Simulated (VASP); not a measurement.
**BaS: single point with PBE**

Crystal: BaS.

```
CELL_PARAMETERS angstrom
0.00000 3.24662 3.24662
3.24662 0.00000 3.24662
3.24662 3.24662 0.00000
ATOMIC_POSITIONS crystal
Ba 0.00000 0.00000 0.00000
S 0.50000 0.50000 0.50000
```

```json
{"Program": "VASP 6.6.1", "Task": "single point", "Functional": "PBE", "Potentials or basis": "VASP PAW PBE potentials, release 64 (Ba_sv, S)", "Cutoff": "500 eV", "k mesh": "6 × 6 × 6", "Occupations": "gaussian, width 0.01 eV", "Spin": "no spin polarisation", "Dipole correction": "no", "Further INCAR settings": "ALGO = Normal; EDIFF = 1e-06; NBANDS = 15"}
```

```yaml
Pressure: -0.7 GPa
Band_gap_on_the_k_mesh: 2.18 eV (least direct gap 2.34 eV)
```

Levels at points of the mesh, in eV from the valence-band top:
```tsv
k point	band 4	band 5	band 6	band 7	band 8	band 9	band 10	band 11	band 12	band 13
(0.00, 0.00, 0.00)	-11.30	-10.29	0.00	0.00	0.00	3.36	3.86	3.86	3.86	4.73
(0.50, 0.00, 0.00)	-11.33	-9.26	-1.83	-1.00	-1.00	5.37	5.54	6.12	6.12	8.54
(0.50, 0.50, 0.00)	-11.45	-10.19	-0.57	-0.16	-0.16	2.18	5.73	5.80	7.23	7.23
```

It took 25 s on 1 thread of Intel Xeon 8259CL, with other jobs on the host, peak memory 0.2 GiB.

Caveat: spin-orbit coupling is left out, which moves the levels of the heavy elements. A k mesh can miss the band edges.
